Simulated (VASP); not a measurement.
Here is a VASP 6.6.1 calculation.

POSCAR

```
SiC
1.0
    0.0000000000      2.1338509600      2.1338509600
    2.1338509600      0.0000000000      2.1338509600
    2.1338509600      2.1338509600      0.0000000000
Si C
1 1
Direct
    0.0000000000      0.0000000000      0.0000000000
    0.2500000000      0.2500000000      0.2500000000
```

File INCAR.step1:

```
SYSTEM = SiC
  ALGO = Normal
  EDIFF = 1E-4
  ENCUT = 520
  GGA = PE
  ISMEAR = -1
  LASPH = .True.
  LCHARG = .False.
  LREAL = .False.
  LWAVE = .True.
  NELM = 80
  PREC = Accurate
  SIGMA = 0.02
```

Contents of INCAR.step2:

```
SYSTEM = SiC
  ALGO = Normal
  EDIFF = 1E-6
  EDIFFG = -0.01
  ENCUT = 520
  IBRION = 2
  ISIF = 2
  ISMEAR = -1
  ISTART = 1
  LASPH = .True.
  LCHARG = .False.
  LMIXTAU = .True.
  LREAL = .False.
  LWAVE = .False.
  METAGGA = R2SCAN
  NELM = 80
  NSW = 50
  PREC = Accurate
  SIGMA = 0.02
```

File KPOINTS:

```
k-points
0
Gamma
  12 12 12
  0 0 0
```

Potentials or basis: VASP PAW PBE potentials, release 64 (Si, C).

The run is started by

```console
$ cat potpaw_PBE.64/Si/POTCAR potpaw_PBE.64/C/POTCAR > POTCAR
$ cp INCAR.step1 INCAR
$ mpirun -np 1 vasp_std > vasp.out
$ cp INCAR.step2 INCAR
$ mpirun -np 1 vasp_std > vasp.out
```

(1) Predict the band gap on the k mesh.

Results:

(1) 1.68 eV, indirect (least direct gap 5.14 eV).

Caveat: the relaxation stopped at its first step, so nothing moved.
